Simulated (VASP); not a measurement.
Set up this calculation in VASP 6.6.1, as the native input.

- Task: relaxation of cell and atoms
- Functional: PBE
- Potentials or basis: VASP PAW PBE potentials, release 64 (Mo_sv)
- Cutoff: 600 eV
- k mesh: 18 × 18 × 7
- Occupations: gaussian, width 0.1 eV
- Spin: no spin polarisation
- Dipole correction: no
- Further INCAR settings: ALGO = Fast; EDIFF = 1e-06; IBRION = 2; EDIFFG = -0.01; NSW = 65; ISIF = 3

The structure of Mo lies in POSCAR:

```
Mo
1.0
    2.7561238533      0.0000000000      0.0000000000
   -1.3780619267      2.3868732730      0.0000000000
    0.0000000000      0.0000000000      7.3497271783
Mo
3
Direct
    0.0000000000      0.0000000000      0.0000000000
    0.3333333333      0.6666666667      0.3333333333
    0.6666666667      0.3333333333      0.6666666667
```

The input as run:

INCAR

```
SYSTEM = Mo
PREC     = Accurate       ! precision mode
ENCUT    = 600            ! plane-wave cutoff, eV
EDIFF    = 1E-6           ! SCF threshold, eV
ISMEAR   = 0              ! smearing method
SIGMA    = 0.1            ! smearing width, eV
LREAL    = .False.        ! projectors in reciprocal space
LASPH    = .True.         ! aspherical terms in the spheres
NELM     = 100            ! most SCF steps
ALGO     = Fast           ! electronic algorithm
ISIF     = 3              ! what is computed and relaxed
LWAVE    = .False.        ! write WAVECAR
LCHARG   = .False.        ! write CHGCAR
GGA      = PE             ! functional
IBRION   = 2              ! ionic algorithm
NSW      = 65             ! ionic steps
EDIFFG   = -0.01          ! ionic threshold
```

KPOINTS

```
Automatic mesh
0
Gamma
  18 18 7
  0 0 0
```

Potentials or basis: VASP PAW PBE potentials, release 64 (Mo_sv).

Launch:

```console
$ cat potpaw_PBE.64/Mo_sv/POTCAR > POTCAR
$ mpirun -np 1 vasp_std > vasp.out
```

It gave:

| Item | Value |
| --- | --- |
| Relaxed volume | 16.09 Å³/atom |
| Relaxed cell | a = 2.787 Å, b = 2.787 Å, c = 7.174 Å, α = 90.00°, β = 90.00°, γ = 120.00° |
| Space group after relaxing (to 0.1 Å) | R-3m (No. 166) |
| Energy gained by relaxing | 4.5 meV/atom |
| Ionic steps | 18 |
| Pressure after relaxing | 0.0 GPa |
| Band gap on the k mesh | zero (bands 21 and 22 overlap by 1.67 eV) |

It took 24 min on 1 thread of Intel(R) Xeon(R) Platinum 8488C (Sapphire Rapids), with other jobs on the host, peak memory 0.39 GiB.
